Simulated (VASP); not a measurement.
Write the native input for VASP 6.6.1 that does the following.

```
Task                   : relaxation of cell and atoms
Functional             : PBE
Potentials or basis    : VASP PAW PBE potentials, release 64 (Zn)
Cutoff                 : 600 eV
k mesh                 : 9 × 9 × 9
Occupations            : fermi-dirac, width 0.05 eV
Spin                   : no spin polarisation
Target pressure        : 5 GPa
Dipole correction      : no
Further INCAR settings : ALGO = Normal; EDIFF = 1e-06; IBRION = 2; EDIFFG = -0.02; NSW = 80; ISIF = 3
```

The structure of Zn lies in POSCAR:

```
Zn
1.0
    2.5600000000      0.0000000000      0.0000000000
    0.0000000000      2.5600000000      0.0000000000
    0.0000000000      0.0000000000      2.5600000000
Zn
1
Direct
    0.0000000000      0.0000000000      0.0000000000
```

These files were run (other wordings do the same):

INCAR

```
ALGO     = Normal         # electronic algorithm
EDIFF    = 1E-6           # SCF threshold, eV
EDIFFG   = -0.02          # ionic threshold
ENCUT    = 600            # plane-wave cutoff, eV
GGA      = PE             # functional
IBRION   = 2              # ionic algorithm
ISIF     = 3              # what is computed and relaxed
ISMEAR   = -1             # smearing method
LASPH    = True           # aspherical terms in the spheres
LCHARG   = False          # write CHGCAR
LREAL    = False          # projectors in reciprocal space
LWAVE    = False          # write WAVECAR
NELM     = 80             # most SCF steps
NSW      = 80             # ionic steps
PREC     = Accurate       # precision mode
PSTRESS  = 50.0         
SIGMA    = 0.05           # smearing width, eV
```

KPOINTS

```
k-points
0
Gamma
  9 9 9
```

Potentials or basis: VASP PAW PBE potentials, release 64 (Zn).

Launch:

```bash
$ cat potpaw_PBE.64/Zn/POTCAR > POTCAR
$ mpirun -np 1 vasp_std > vasp.out
```

Results of the run:

```
Pressure after relaxing : 4.9 GPa
Band gap on the k mesh  : zero (band 6 reaches 6.39 eV, above the bottom of band 7 at 0.73 eV)
```

Caveat: the relaxation stopped at its first step, so nothing moved; the cell is relaxed towards a set pressure, so the enthalpy falls and the energy may rise.

It took 3.2 s on 1 thread of Intel(R) Xeon(R) 6975P-C (Granite Rapids), on a shared host, peak memory 0.12 GiB.
